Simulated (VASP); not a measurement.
# CdS (Hawleyite) (F-43m) in VASP: notebook

CdS (Hawleyite) is run at these levels: PBE+D4, PBE+D3(BJ); tasks: single point, relaxation of cell and atoms.

Program: VASP 6.6.1. These are calculated values, not measurements. Logs are shortened: lines on timing, memory, paths and dates and some standing lists are left out, and cuts for length are marked.

## 1. The cell of the first run

Symmetry: F-43m, No. 216, cubic system. Conventional cell: a = 5.852 Å, b = 5.852 Å, c = 5.852 Å, α = 90.00°, β = 90.00°, γ = 90.00°. Cd (site symmetry -43m) has 4 S at 2.53 Å within 3.3 Å. Within 3.3 Å of S (site symmetry -43m) lie 4 Cd at 2.53 Å.

## 2. Single point, PBE+D4

Input file INCAR:

```
PREC = Accurate
ENCUT = 520
EDIFF = 1E-6
ISMEAR = -1
SIGMA = 0.05
LREAL = F
LASPH = T
NELM = 100
ALGO = Normal
ISIF = 2
LWAVE = F
LCHARG = T
GGA = PE
IVDW = 13
LELF = T
LVHAR = T
NBANDS = 16
```

Input file KPOINTS:

```
Automatic mesh
0
Gamma
  8 8 8
```

Input file POSCAR:

```
CdS
1.0
    0.0000000000      2.9260920758      2.9260920758
    2.9260920758      0.0000000000      2.9260920758
    2.9260920758      2.9260920758      0.0000000000
Cd S
1 1
Direct
    0.0000000000      0.0000000000      0.0000000000
    0.7500000000      0.7500000000      0.7500000000
```

Potentials or basis: VASP PAW PBE potentials, release 64 (Cd, S).

On the command line:

```console
$ cat potpaw_PBE.64/Cd/POTCAR potpaw_PBE.64/S/POTCAR > POTCAR
$ mpirun -np 1 vasp_std > vasp.out
```

OUTCAR:

```text
PREC = Accurate
   ENCUT = 520
   EDIFF = 1E-6
   ISMEAR = -1
   LREAL = F
   LASPH = T
   NELM = 100
   ISIF = 2
   GGA = PE
   IVDW = 13

 ion  position               nearest neighbor table
   1  0.000  0.000  0.000-   2 2.53   2 2.53   2 2.53   2 2.53
   2  0.750  0.750  0.750-   1 2.53   1 2.53   1 2.53   1 2.53

  LATTYP: Found a face centered cubic cell.
 ALAT       =     5.8521841516

  Lattice vectors:

 A1 = (   0.0000000000,   2.9260920758,   2.9260920758)
 A2 = (   2.9260920758,   0.0000000000,   2.9260920758)
 A3 = (   2.9260920758,   2.9260920758,   0.0000000000)

Analysis of symmetry for initial positions (statically):
=====================================================================
 Subroutine PRICEL returns:
 Original cell was already a primitive cell.

 Routine SETGRP: Setting up the symmetry group for a
 face centered cubic supercell.

 Subroutine GETGRP returns: Found 24 space group operations
 (whereof 24 operations were pure point group operations)
 out of a pool of 48 trial point group operations.

The static configuration has the point symmetry T_d .

Analysis of symmetry for dynamics (positions and initial velocities):
=====================================================================
 Subroutine PRICEL returns:
 Original cell was already a primitive cell.

 Routine SETGRP: Setting up the symmetry group for a
 face centered cubic supercell.

 Subroutine GETGRP returns: Found 24 space group operations
 (whereof 24 operations were pure point group operations)
 out of a pool of 48 trial point group operations.

The dynamic configuration has the point symmetry T_d .

 Subroutine INISYM returns: Found 24 space group operations
 (whereof 24 operations are pure point group operations),
 and found     1 'primitive' translations

----------------------------------------------------------------------------------------

                                     Primitive cell

  volume of cell :      50.1065

  direct lattice vectors                    reciprocal lattice vectors
     0.000000000  2.926092076  2.926092076    -0.170876373  0.170876373  0.170876373
     2.926092076  0.000000000  2.926092076     0.170876373 -0.170876373  0.170876373
     2.926092076  2.926092076  0.000000000     0.170876373  0.170876373 -0.170876373

  length of vectors
     4.138119098  4.138119098  4.138119098     0.295966559  0.295966559  0.295966559

  position of ions in fractional coordinates (direct lattice)
     0.000000000  0.000000000  0.000000000
     0.750000000  0.750000000  0.750000000

  ion indices of the primitive-cell ions
   primitive index   ion index
                 1           1
                 2           2

----------------------------------------------------------------------------------------

 KPOINTS: Automatic mesh

Automatic generation of k-mesh.
 Grid dimensions read from file:
 generate k-points for:    8    8    8

 Generating k-lattice:

  Cartesian coordinates                     Fractional coordinates (reciprocal lattice)
    -0.021359547  0.021359547  0.021359547     0.125000000  0.000000000  0.000000000
     0.021359547 -0.021359547  0.021359547     0.000000000  0.125000000  0.000000000
     0.021359547  0.021359547 -0.021359547     0.000000000  0.000000000  0.125000000

  Length of vectors
     0.036995820  0.036995820  0.036995820

  Shift w.r.t. Gamma in fractional coordinates (k-lattice)
     0.000000000  0.000000000  0.000000000

 Subroutine IBZKPT returns following result:
 ===========================================

 Found     29 irreducible k-points:

 Following reciprocal coordinates:
            Coordinates               Weight
  0.000000  0.000000  0.000000      1.000000
  0.125000  0.000000  0.000000      8.000000
  0.250000  0.000000  0.000000      8.000000
  0.375000  0.000000  0.000000      8.000000
  0.500000  0.000000  0.000000      4.000000
  0.125000  0.125000  0.000000      6.000000
[... 16 lines left out ...]
  0.500000  0.250000  0.125000     48.000000
 -0.375000  0.250000  0.125000     24.000000
 [... further k-points ...]
   k-points           NKPTS =     29   k-points in BZ     NKDIM =     29   number of bands    NBANDS=     16
   number of dos      NEDOS =    301   number of ions     NIONS =      2
   total plane-waves  NPLWV =  32768
   dimension x,y,z NGX =    32 NGY =   32 NGZ =   32
   dimension x,y,z NGXF=    64 NGYF=   64 NGZF=   64
   ions per type =               1   1
   NGX,Y,Z   is equivalent  to a cutoff of  12.86, 12.86, 12.86 a.u.
   NGXF,Y,Z  is equivalent  to a cutoff of  25.71, 25.71, 25.71 a.u.
 SYSTEM =  unknown system
   PREC   = accura    normal or accurate (medium, high low for compatibility)
   ISTART =      0    job   : 0-new  1-cont  2-samecut
   ICHARG =      2    charge: 1-file 2-atom 10-const
   ISPIN  =      1    spin polarized calculation?
   LNONCOLLINEAR =      F non collinear calculations
   LSORBIT =      F    spin-orbit coupling
   LASPH  =      T    aspherical Exc in radial PAW
   ENCUT  =  520.0 eV  38.22 Ry    6.18 a.u.   7.69  7.69  7.69*2*pi/ulx,y,z
   NELM   =    100;   NELMIN=  2; NELMDL= -5     # of ELM steps
   EDIFF  = 0.1E-05   stopping-criterion for ELM
   LREAL  =      F    real-space projection
   EDIFFG = 0.1E-04   stopping-criterion for IOM
   NSW    =      0    number of steps for IOM
   IBRION =     -1    ionic relax: 0-MD 1-quasi-New 2-CG
   NFREE  =      0    steps in history (QN), initial steepest desc. (CG)
   ISIF   =      2    stress and relaxation
   ISYM   =      2    0-nonsym 1-usesym 2-fastsym
   POTIM  = 0.5000    time-step for ionic-motion
   TEBEG  =    0.0;   TEEND  =   0.0 temperature during run
   PSTRESS=    0.0 pullay stress
   NELECT =      18.0000    total number of electrons
   NUPDOWN=      -1.0000    fix difference up-down
   EMIN   =  10.00;   EMAX   =-10.00  energy-range for DOS
   EFERMI =   0.00;   METHOD = LEGACY
   ISMEAR =    -1;   SIGMA  =   0.05  broadening in eV -4-tet -1-fermi 0-gaus
   EFERMI_NEDOS =   21; number of points for ismear=-14 and -15
   IALGO  =     38    algorithm
   IMIX   =      4    mixing-type and parameters
     AMIX     =   0.40;   BMIX     =  1.00
     AMIX_MAG =   1.60;   BMIX_MAG =  1.00
  volume/ion in A,a.u.               =      25.05       169.07
  Fermi-wavevector in a.u.,A,eV,Ry     =   1.163771  2.199209 18.427239  1.354364
  Thomas-Fermi vector in A             =   2.300317
   LORBIT       =      0    0 simple, 1 ext, 2 COOP (PROOUT), +10 PAW based schemes
   GGA     = PE    functional components
   LHFCALC =     F    Hartree Fock is set to
   AEXX    =    0.0000 exact exchange contribution
   IVDW    =    13    specifies the selected vdW correction
   LEPSILON=     F    determine dielectric tensor
   LRPA    =     F    only Hartree local field effects (RPA)
 non-spin polarized calculation
  energy-cutoff  :      520.00
  volume of cell :       50.11
 maximum number of plane-waves:      1365
   NGX = 15   NGY = 15   NGZ = 15

 number of electron      18.0000005 magnetization

 Free energy of the ion-electron system (eV)
  ---------------------------------------------------
  ext. energy  EPLUGINS =         0.00000000
  ---------------------------------------------------
  free energy    TOTEN  =        -6.13017368 eV

  energy without entropy =       -6.13017354  energy(sigma->0) =       -6.13017361

 E-fermi :   1.8337     XC(G=0):  -9.1036

 val. band max:        1.2302573485   @ k =   0.0000   0.0000   0.0000
 cond. band min:       2.3583325605   @ k =   0.0000   0.0000   0.0000
 fundamental gap:      1.1280752120
 Fermi energy:         1.8337391786

 k-point     1 :       0.0000    0.0000    0.0000
  band No.  band energies     occupation
      1     -11.0794      2.00000
      2      -6.4625      2.00000
      3      -6.4625      2.00000
      4      -6.4625      2.00000
      5      -5.9960      2.00000
      6      -5.9960      2.00000
[... 8 lines left out ...]
     15      12.6959      0.00000
     16      12.6959      0.00000

 k-point     2 :       0.1250    0.0000    0.0000
  band No.  band energies     occupation
      1     -11.0186      2.00000
      2      -6.4405      2.00000
      3      -6.4405      2.00000
      4      -6.4091      2.00000
      5      -5.9970      2.00000
      6      -5.9970      2.00000
[... 8 lines left out ...]
     15      12.1023      0.00000
     16      13.1990      0.00000

 k-point     3 :       0.2500    0.0000    0.0000
  band No.  band energies     occupation
      1     -10.8712      2.00000
      2      -6.3930      2.00000
      3      -6.3930      2.00000
      4      -6.2190      2.00000
      5      -5.9917      2.00000
      6      -5.9917      2.00000
[... 8 lines left out ...]
     15      11.8675      0.00000
     16      12.5415      0.00000

 k-point     4 :       0.3750    0.0000    0.0000
  band No.  band energies     occupation
      1     -10.7238      2.00000
      2      -6.3564      2.00000
      3      -6.3564      2.00000
      4      -5.9723      2.00000
      5      -5.9723      2.00000
      6      -5.8726      2.00000
[... 8 lines left out ...]
     15      12.7166      0.00000
     16      12.7166      0.00000

 k-point     5 :       0.5000    0.0000    0.0000
  band No.  band energies     occupation
      1     -10.6632      2.00000
      2      -6.3451      2.00000
      3      -6.3451      2.00000
      4      -5.9592      2.00000
      5      -5.9592      2.00000
      6      -5.6246      2.00000
[... 8 lines left out ...]
     15      13.7589      0.00000
     16      13.7589      0.00000

 k-point     6 :       0.1250    0.1250    0.0000
  band No.  band energies     occupation
      1     -10.9985      2.00000
      2      -6.4195      2.00000
      3      -6.4195      2.00000
      4      -6.4190      2.00000
      5      -6.0115      2.00000
      6      -5.9836      2.00000
[... 8 lines left out ...]
     15      12.7979      0.00000
     16      13.8288      0.00000

 k-point     7 :       0.2500    0.1250    0.0000
  band No.  band energies     occupation
      1     -10.8803      2.00000
      2      -6.3898      2.00000
      3      -6.3684      2.00000
      4      -6.2817      2.00000
      5      -6.0140      2.00000
      6      -5.9716      2.00000
[... 8 lines left out ...]
     15      12.6764      0.00000
     16      13.9218      0.00000

 k-point     8 :       0.3750    0.1250    0.0000
  band No.  band energies     occupation
      1     -10.7336      2.00000
      2      -6.3523      2.00000
      3      -6.3257      2.00000
      4      -6.0687      2.00000
      5      -5.9572      2.00000
      6      -5.9096      2.00000
[... 8 lines left out ...]
     15      13.1984      0.00000
     16      13.3810      0.00000

 k-point     9 :       0.5000    0.1250    0.0000
  band No.  band energies     occupation
      1     -10.6451      2.00000
      2      -6.3333      2.00000
      3      -6.3120      2.00000
      4      -5.9990      2.00000
      5      -5.9559      2.00000
      6      -5.6140      2.00000
[... 8 lines left out ...]
     15      13.6173      0.00000
     16      13.7894      0.00000
[... 172 lines left out ...]
 k-point    19 :       0.5000    0.3750    0.0000
  band No.  band energies     occupation
      1     -10.5542      2.00000
      2      -6.2502      2.00000
      3      -6.1528      2.00000
      4      -6.1327      2.00000
      5      -5.9246      2.00000
      6      -5.5698      2.00000
[... 8 lines left out ...]
     15      13.9018      0.00000
     16      14.8576      0.00000

 k-point    20 :      -0.3750    0.3750    0.0000
  band No.  band energies     occupation
      1     -10.5468      2.00000
      2      -6.2687      2.00000
      3      -6.1777      2.00000
      4      -6.0826      2.00000
      5      -5.9524      2.00000
      6      -5.4329      2.00000
[... 8 lines left out ...]
     15      13.2255      0.00000
     16      15.4363      0.00000

 k-point    21 :       0.5000    0.5000    0.0000
  band No.  band energies     occupation
      1     -10.5347      2.00000
      2      -6.2518      2.00000
      3      -6.1229      2.00000
      4      -6.1229      2.00000
      5      -5.9113      2.00000
      6      -5.5608      2.00000
[... 8 lines left out ...]
     15      13.5929      0.00000
     16      14.7034      0.00000

 k-point    22 :       0.3750    0.2500    0.1250
  band No.  band energies     occupation
      1     -10.7629      2.00000
      2      -6.3420      2.00000
      3      -6.3165      2.00000
      4      -6.1545      2.00000
      5      -5.9880      2.00000
      6      -5.9363      2.00000
[... 8 lines left out ...]
     15      13.2194      0.00000
     16      15.0830      0.00000

 k-point    23 :       0.5000    0.2500    0.1250
  band No.  band energies     occupation
      1     -10.6471      2.00000
      2      -6.3071      2.00000
      3      -6.2820      2.00000
      4      -6.0591      2.00000
      5      -5.9631      2.00000
      6      -5.7086      2.00000
[... 8 lines left out ...]
     15      14.0170      0.00000
     16      14.2998      0.00000

 k-point    24 :      -0.3750    0.2500    0.1250
  band No.  band energies     occupation
      1     -10.5998      2.00000
      2      -6.3024      2.00000
      3      -6.2655      2.00000
      4      -6.0206      2.00000
      5      -5.9698      2.00000
      6      -5.5135      2.00000
[... 8 lines left out ...]
     15      13.5064      0.00000
     16      14.3690      0.00000

 [... further k-points ...]

------------------------ aborting loop because EDIFF is reached ----------------------------------------

  DFT-D4 for vdW energy calculation

  Edisp (eV):   -0.62086

  FORCE on cell =-STRESS in cart. coord.  units (eV):
  Direction    XX          YY          ZZ          XY          YZ          ZX
  --------------------------------------------------------------------------------------
  -------------------------------------------------------------------------------------
  Total       0.11433     0.11433     0.11433     0.00000     0.00000     0.00000
  in kB       3.65565     3.65565     3.65565     0.00000     0.00000     0.00000
  external pressure =        3.66 kB  Pullay stress =        0.00 kB

 VOLUME and BASIS-vectors are now :
 -----------------------------------------------------------------------------
  energy-cutoff  :      520.00
  volume of cell :       50.11
      direct lattice vectors                 reciprocal lattice vectors
     0.000000000  2.926092076  2.926092076    -0.170876373  0.170876373  0.170876373
     2.926092076  0.000000000  2.926092076     0.170876373 -0.170876373  0.170876373
     2.926092076  2.926092076  0.000000000     0.170876373  0.170876373 -0.170876373

 POSITION                                       TOTAL-FORCE (eV/Angst)
 -----------------------------------------------------------------------------------
      0.00000      0.00000      0.00000        -0.000000     -0.000000     -0.000000
      4.38914      4.38914      4.38914         0.000000      0.000000      0.000000
 -----------------------------------------------------------------------------------
    total drift:                                0.000000      0.000000      0.000000

  FREE ENERGIE OF THE ION-ELECTRON SYSTEM (eV)
  ---------------------------------------------------
  free  energy   TOTEN  =        -6.7510362258 eV

  energy  without entropy=       -6.7510360871  energy(sigma->0) =       -6.75103616
```

Run time: 18 s. Hardware: 1 thread of Intel Xeon Platinum 8488C (Sapphire Rapids), shared host; peak memory 0.18 GiB.

Results:

| Property | Result |
| --- | --- |
| Free energy | -6.7510 eV |
| Pressure | 0.4 GPa |
| Band gap on the k mesh | 1.13 eV, direct |
| Dispersion energy per atom | -0.310 eV |

As with any semilocal functional, this PBE gap is likely too small.

[end of part 1 of 2]
